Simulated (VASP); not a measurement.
## Ti: single point with PBE

The system is Ti.

```xyz
2
Lattice="0.0000 3.0552 3.0552 3.0552 0.0000 3.0552 3.0552 3.0552 0.0000" Properties=species:S:1:pos:R:3 pbc="T T T"
Ti    0.7638    0.7638    0.7638
Ti    5.3467    5.3467    5.3467
```

This cell differs from its parent crystal: volume scaled by 1.04.

```
Program             : VASP 6.6.1
Task                : single point
Functional          : PBE
Potentials or basis : VASP PAW PBE potentials, release 64 (Ti_sv)
Cutoff              : 520 eV
k mesh              : 10 × 10 × 10
Occupations         : fermi-dirac, width 0.05 eV
Spin                : collinear spin, ferromagnetic start
Starting moments    : [1.645, 1.645] μB
```

| Item | Value |
| --- | --- |
| Pressure | -0.9 GPa |
| Net moment | 4.71 μB per cell |
| Site moments | Ti +1.79 μB |
| Valence electrons inside the program's atomic spheres | Ti 10.29 |

Levels at points of the mesh, in eV from the Fermi level:
Spin up:
```csv
k point,band 10,band 11,band 12,band 13,band 14,band 15,band 16,band 17,band 18,band 19
"(0.00, 0.00, 0.00)",-0.82,-0.82,-0.82,-0.79,-0.79,0.86,0.86,0.86,2.66,2.66
"(0.50, 0.00, 0.00)",-1.28,-0.77,-0.77,-0.74,-0.74,-0.58,1.51,1.51,2.22,2.22
"(0.50, 0.50, 0.00)",-1.60,-0.99,-0.99,-0.65,-0.65,0.89,0.89,2.37,2.37,3.06
```
Spin down:
| k point | band 7 | band 8 | band 9 | band 10 | band 11 | band 12 | band 13 | band 14 |
| --- | --- | --- | --- | --- | --- | --- | --- | --- |
| (0.00, 0.00, 0.00) | -31.72 | -31.72 | -3.71 | 0.67 | 0.67 | 1.14 | 1.14 | 1.14 |
| (0.50, 0.00, 0.00) | -31.68 | -31.68 | -1.01 | -0.58 | 0.62 | 0.62 | 1.23 | 1.23 |
| (0.50, 0.50, 0.00) | -31.63 | -31.63 | -0.56 | -0.56 | 0.90 | 0.90 | 1.35 | 1.35 |

It took 42 s on 1 thread of Intel(R) Xeon(R) Platinum 8559C (Emerald Rapids), on a shared host, peak memory 0.25 GiB.
